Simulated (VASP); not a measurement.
Wanted: the native input for a VASP 6.6.1 run.

- Task: single point
- Functional: PBEsol
- Potentials or basis: VASP PAW PBE potentials, release 64 (Al)
- Cutoff: 520 eV
- k mesh: 18 × 18 × 10
- Occupations: gaussian, width 0.15 eV
- Spin: no spin polarisation
- Dipole correction: no
- Further INCAR settings: ALGO = Normal; EDIFF = 1e-06; NBANDS = 10

The structure of Al lies in POSCAR:

```
Al
1.0
    2.7699000000      0.0000000000      0.0000000000
   -1.3849500000      2.3988037660      0.0000000000
    0.0000000000      0.0000000000      4.7125000000
Al
2
Direct
    0.6666666667      0.3333333333      0.7500000000
    0.3333333333      0.6666666667      0.2500000000
```

These files were run (other wordings do the same):

INCAR

```
SYSTEM = Al
PREC = Accurate ; ENCUT = 520
EDIFF = 1E-6 ; ISMEAR = 0
SIGMA = 0.15 ; LREAL = .FALSE.
LASPH = .TRUE. ; NELM = 60
ALGO = Normal ; ISIF = 2
LWAVE = .FALSE. ; LCHARG = .FALSE.
GGA = PS ; NBANDS = 10
```

KPOINTS

```
regular mesh
0
G
  18 18 10
  0 0 0
```

Potentials or basis: VASP PAW PBE potentials, release 64 (Al).

Command:

```bash
$ cat potpaw_PBE.64/Al/POTCAR > POTCAR
$ mpirun -np 1 vasp_std > vasp.out
```

It gave:

```json
{
 "Pressure": "3.8 GPa",
 "Band gap on the k mesh": "zero (band 3 reaches 12.39 eV, above the bottom of band 4 at 5.32 eV)"
}
```

Caveat: the PAW data sets were made with another functional, which shifts forces and pressure a little.

Wall time 27 s on 1 thread of AMD EPYC 9R45 96-Core Processor (Zen 5), with other jobs on the host, peak memory 0.16 GiB.
